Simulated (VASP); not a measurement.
# Li in VASP: settings compared, part 2 of 2

VASP 6.6.1. The steps go on from the part before.

## Step 6: Single point, PBEsol

Input file INCAR:

```
PREC     = Accurate       # precision mode
ENCUT    = 520            # plane-wave cutoff, eV
EDIFF    = 1E-7           # SCF threshold, eV
ISMEAR   = 1              # smearing method
SIGMA    = 0.1            # smearing width, eV
LREAL    = False          # projectors in reciprocal space
LASPH    = True           # aspherical terms in the spheres
NELM     = 60             # most SCF steps
ALGO     = Normal         # electronic algorithm
ISIF     = 2              # what is computed and relaxed
LWAVE    = False          # write WAVECAR
LCHARG   = False          # write CHGCAR
LDIPOL   = True         
IDIPOL   = 3            
DIPOL    = 0.5 0.5 0.500
GGA      = PS             # functional
NBANDS   = 20             # bands
```

Input file KPOINTS:

```
Automatic mesh
0
Gamma
  13 13 1
```

Input file POSCAR:

```
Li
1.0
    3.4319415000      0.0000000000      0.0000000000
    1.7159707500      2.4267491080      0.0000000000
    0.0000000000      0.0000000000     30.5604946450
Li
7
Direct
    0.0000000000      0.0000000000      0.2617758676
    0.5000000000      0.0000000000      0.3411839117
    0.0000000000      0.0000000000      0.4205919559
    0.5000000000      0.0000000000      0.5000000000
    0.0000000000      0.0000000000      0.5794080441
    0.5000000000      0.0000000000      0.6588160883
    0.0000000000      0.0000000000      0.7382241324
```

Potentials or basis: VASP PAW PBE potentials, release 64 (Li_sv).

The run is started by

```sh
> cat potpaw_PBE.64/Li_sv/POTCAR > POTCAR
> mpirun -np 1 vasp_std > vasp.out
```

OUTCAR:

```text
PREC = Accurate
   ENCUT = 520
   EDIFF = 1E-7
   ISMEAR = 1
   LREAL = False
   LASPH = True
   NELM = 60
   ISIF = 2
   GGA = PS

 ion  position               nearest neighbor table
   1  0.000  0.000  0.262-
   2  0.500  0.000  0.341-
   3  0.000  0.000  0.421-
   4  0.500  0.000  0.500-
   5  0.000  0.000  0.579-
   6  0.500  0.000  0.659-
   7  0.000  0.000  0.738-

  LATTYP: Found a base centered orthorhombic cell.
 ALAT       =     3.4319415000
 B/A-ratio  =     1.4142135628
 C/A-ratio  =     8.9047248168

  Lattice vectors:

 A1 = (   1.7159707500,  -2.4267491080,   0.0000000000)
 A2 = (   1.7159707500,   2.4267491080,   0.0000000000)
 A3 = (   0.0000000000,   0.0000000000,  30.5604946450)

Analysis of symmetry for initial positions (statically):
=====================================================================
 Subroutine PRICEL returns:
 Original cell was already a primitive cell.

 Routine SETGRP: Setting up the symmetry group for a
 base centered orthorhombic supercell.

 Subroutine GETGRP returns: Found  8 space group operations
 (whereof  8 operations were pure point group operations)
 out of a pool of  8 trial point group operations.

The static configuration has the point symmetry D_2h.

Analysis of symmetry for dynamics (positions and initial velocities):
=====================================================================
 Subroutine PRICEL returns:
 Original cell was already a primitive cell.

 Routine SETGRP: Setting up the symmetry group for a
 base centered orthorhombic supercell.

 Subroutine GETGRP returns: Found  8 space group operations
 (whereof  8 operations were pure point group operations)
 out of a pool of  8 trial point group operations.

The dynamic configuration has the point symmetry D_2h.

 Subroutine INISYM returns: Found  8 space group operations
 (whereof  8 operations are pure point group operations),
 and found     1 'primitive' translations

----------------------------------------------------------------------------------------

                                     Primitive cell

  volume of cell :     254.5219

  direct lattice vectors                    reciprocal lattice vectors
     3.431941500  0.000000000  0.000000000     0.291380258 -0.206036956  0.000000000
     1.715970750  2.426749108  0.000000000     0.000000000  0.412073913  0.000000000
     0.000000000  0.000000000 30.560494645     0.000000000  0.000000000  0.032721983

  length of vectors
     3.431941500  2.972148524 30.560494645     0.356866477  0.412073913  0.032721983

  position of ions in fractional coordinates (direct lattice)
     0.000000000  0.000000000  0.261775868
     0.500000000  0.000000000  0.341183912
     0.000000000  0.000000000  0.420591956
     0.500000000  0.000000000  0.500000000
     0.000000000  0.000000000  0.579408044
     0.500000000  0.000000000  0.658816088
     0.000000000  0.000000000  0.738224132

  ion indices of the primitive-cell ions
   primitive index   ion index
                 1           1
                 2           2
                 3           3
                 4           4
                 5           5
                 6           6
                 7           7

[... 55 lines left out ...]
   total plane-waves  NPLWV = 161280
   dimension x,y,z NGX =    28 NGY =   24 NGZ =  240
   dimension x,y,z NGXF=    56 NGYF=   48 NGZF=  480
   ions per type =               7
   NGX,Y,Z   is equivalent  to a cutoff of  13.56, 13.42, 13.06 a.u.
   NGXF,Y,Z  is equivalent  to a cutoff of  27.13, 26.85, 26.11 a.u.
 SYSTEM =  unknown system
   PREC   = accura    normal or accurate (medium, high low for compatibility)
   ISTART =      0    job   : 0-new  1-cont  2-samecut
   ICHARG =      2    charge: 1-file 2-atom 10-const
   ISPIN  =      1    spin polarized calculation?
   LNONCOLLINEAR =      F non collinear calculations
   LSORBIT =      F    spin-orbit coupling
   LASPH  =      T    aspherical Exc in radial PAW
   ENCUT  =  520.0 eV  38.22 Ry    6.18 a.u.   6.38  5.53 56.82*2*pi/ulx,y,z
   NELM   =     60;   NELMIN=  2; NELMDL= -5     # of ELM steps
   EDIFF  = 0.1E-06   stopping-criterion for ELM
   LREAL  =      F    real-space projection
   EDIFFG = 0.1E-05   stopping-criterion for IOM
   NSW    =      0    number of steps for IOM
   IBRION =     -1    ionic relax: 0-MD 1-quasi-New 2-CG
   NFREE  =      0    steps in history (QN), initial steepest desc. (CG)
   ISIF   =      2    stress and relaxation
   ISYM   =      2    0-nonsym 1-usesym 2-fastsym
   POTIM  = 0.5000    time-step for ionic-motion
   TEBEG  =    0.0;   TEEND  =   0.0 temperature during run
   PSTRESS=    0.0 pullay stress
   NELECT =      21.0000    total number of electrons
   NUPDOWN=      -1.0000    fix difference up-down
   EMIN   =  10.00;   EMAX   =-10.00  energy-range for DOS
   EFERMI =   0.00;   METHOD = LEGACY
   ISMEAR =     1;   SIGMA  =   0.10  broadening in eV -4-tet -1-fermi 0-gaus
   EFERMI_NEDOS =   21; number of points for ismear=-14 and -15
   IALGO  =     38    algorithm
   IMIX   =      4    mixing-type and parameters
     AMIX     =   0.40;   BMIX     =  1.00
     AMIX_MAG =   1.60;   BMIX_MAG =  1.00
  volume/ion in A,a.u.               =      36.36       245.37
  Fermi-wavevector in a.u.,A,eV,Ry     =   0.712699  1.346806  6.910944  0.507940
  Thomas-Fermi vector in A             =   1.800143
   LORBIT       =      0    0 simple, 1 ext, 2 COOP (PROOUT), +10 PAW based schemes
   GGA     = PS    functional components
   LHFCALC =     F    Hartree Fock is set to
   AEXX    =    0.0000 exact exchange contribution
   IVDW    =     0    specifies the selected vdW correction
   LEPSILON=     F    determine dielectric tensor
   LRPA    =     F    only Hartree local field effects (RPA)
 non-spin polarized calculation
 Methfessel and Paxton  Order N= 1 SIGMA  =   0.10
  energy-cutoff  :      520.00
  volume of cell :      254.52
 maximum number of plane-waves:      6943
 NGX is ok and might be reduce to    28
   NGX = 13   NGY = 11   NGZ =113

 dipolmoment           0.000000      0.000000     -0.000000 electrons x Angstroem

 number of electron      21.0000007 magnetization

 dipolmoment           0.000000      0.000000      0.000000 electrons x Angstroem

 Free energy of the ion-electron system (eV)
  ---------------------------------------------------
  ext. energy  EPLUGINS =         0.00000000
  ---------------------------------------------------
  free energy    TOTEN  =       -13.22177596 eV

  energy without entropy =      -13.22187061  energy(sigma->0) =      -13.22180751

 E-fermi :  -0.9968     XC(G=0):  -4.4522

 val. band max:       -1.0024804811   @ k =   0.0769   0.0000   0.0000
 cond. band min:      -0.9816939646   @ k =  -0.4615   0.0769   0.0000
 fundamental gap:      0.0207865164
 Fermi energy:        -0.9967688692

 k-point     1 :       0.0000    0.0000    0.0000
  band No.  band energies     occupation
      1     -47.3818      2.00000
      2     -47.3818      2.00000
      3     -46.9405      2.00000
      4     -46.9400      2.00000
      5     -46.9301      2.00000
      6     -46.9290      2.00000
[... 541 lines left out ...]
     19       3.1844      0.00000
     20       3.3205      0.00000

 [... further k-points ...]

------------------------ aborting loop because EDIFF is reached ----------------------------------------

 vacuum level on the upper side and lower side of the slab       (xc-potential included)        -0.126        -0.126

  FORCE on cell =-STRESS in cart. coord.  units (eV):
  Direction    XX          YY          ZZ          XY          YZ          ZX
  --------------------------------------------------------------------------------------
  -------------------------------------------------------------------------------------
  Total       -0.1054212     -0.0220941     -0.2407984      0.0000000      0.0000000      0.0000000
  in kB       -0.6636109     -0.1390789     -1.5157901      0.0000000      0.0000000      0.0000000
  external PRESSURE =      -0.7728266 kB  Pullay stress =       0.0000000 kB

 VOLUME and BASIS-vectors are now :
 -----------------------------------------------------------------------------
  energy-cutoff  :      520.00
  volume of cell :      254.52
      direct lattice vectors                 reciprocal lattice vectors
     3.431941500  0.000000000  0.000000000     0.291380258 -0.206036956  0.000000000
     1.715970750  2.426749108  0.000000000     0.000000000  0.412073913  0.000000000
     0.000000000  0.000000000 30.560494645     0.000000000  0.000000000  0.032721983

 POSITION                                       TOTAL-FORCE (eV/Angst)
 -----------------------------------------------------------------------------------
      0.00000      0.00000      8.00000        -0.000000      0.000000      0.063489
      1.71597      0.00000     10.42675         0.000000     -0.000000     -0.078186
      0.00000      0.00000     12.85350        -0.000000      0.000000     -0.005811
      1.71597      0.00000     15.28025        -0.000000      0.000000      0.000000
      0.00000      0.00000     17.70700         0.000000     -0.000000      0.005811
      1.71597      0.00000     20.13375         0.000000      0.000000      0.078186
      0.00000      0.00000     22.56049         0.000000      0.000000     -0.063489
 -----------------------------------------------------------------------------------
    total drift:                                0.000000      0.000000      0.000000

  FREE ENERGIE OF THE ION-ELECTRON SYSTEM (eV)
  ---------------------------------------------------
  free  energy   TOTEN  =       -13.2217759625 eV

  energy  without entropy=      -13.2218706097  energy(sigma->0) =      -13.22180751

 vacuum level on the upper side and lower side of the slab         2.187         2.187
```

Wall time 4 min (1 thread of Intel Xeon 6975P-C (Granite Rapids), shared host); peak memory 0.46 GiB.

Results:

```
Free energy            : -13.2218 eV
Largest force          : 0.078 eV/Å
Band gap on the k mesh : zero (an odd number of electrons rules out a gap without spin polarisation)
```

Forces on the atoms (eV/Å):
```
Li   0.000  0.000  0.063
Li   0.000  0.000 -0.078
Li   0.000  0.000 -0.006
Li   0.000  0.000  0.000
Li   0.000  0.000  0.006
Li   0.000  0.000  0.078
Li   0.000  0.000 -0.063
```

Caveat: the cutoff is under 1.25 times the usual one of these potentials, so pressure, stress and relaxed cells hold a basis-set (Pulay) error; the PAW data sets were made with another functional, which shifts forces and pressure a little.

## Step 7: Overview

| level | cell | k mesh | gap on the mesh (eV) | largest force (eV/Å) |
| --- | --- | --- | --- | --- |
| PBEsol | a = 3.432, b = 2.972, c = 30.560 Å, angles 90.0, 90.0, 54.7°, 7 atoms, atomic positions A | 22 × 22 × 1 | none | 0.07 |
| PBEsol | a = 3.432, b = 2.972, c = 30.560 Å, angles 90.0, 90.0, 54.7°, 7 atoms, atomic positions B | 13 × 13 × 1 | none | - |
| PBEsol | a = 3.432, b = 2.972, c = 30.560 Å, angles 90.0, 90.0, 54.7°, 7 atoms, atomic positions A | 13 × 13 × 1 | none | 0.08 |
| PBE | a = 3.432, b = 2.972, c = 30.562 Å, angles 90.0, 90.0, 54.7°, 7 atoms, atomic positions C | 13 × 13 × 1 | none | - |

Alike in all rows: task single point; potentials or basis VASP PAW PBE potentials, release 64 (Li_sv); no spin polarisation; cutoff (eV) 520; smearing methfessel-paxton 0.1 eV.

Caveats: the cutoff is under 1.25 times the usual one of these potentials, so pressure, stress and relaxed cells hold a basis-set (Pulay) error; the PAW data sets were made with another functional, which shifts forces and pressure a little (at least some runs).

Absolute energies hang on the potentials; compare differences alone.

The gap in the log of VASP goes by the Fermi energy; the results here count the filled bands.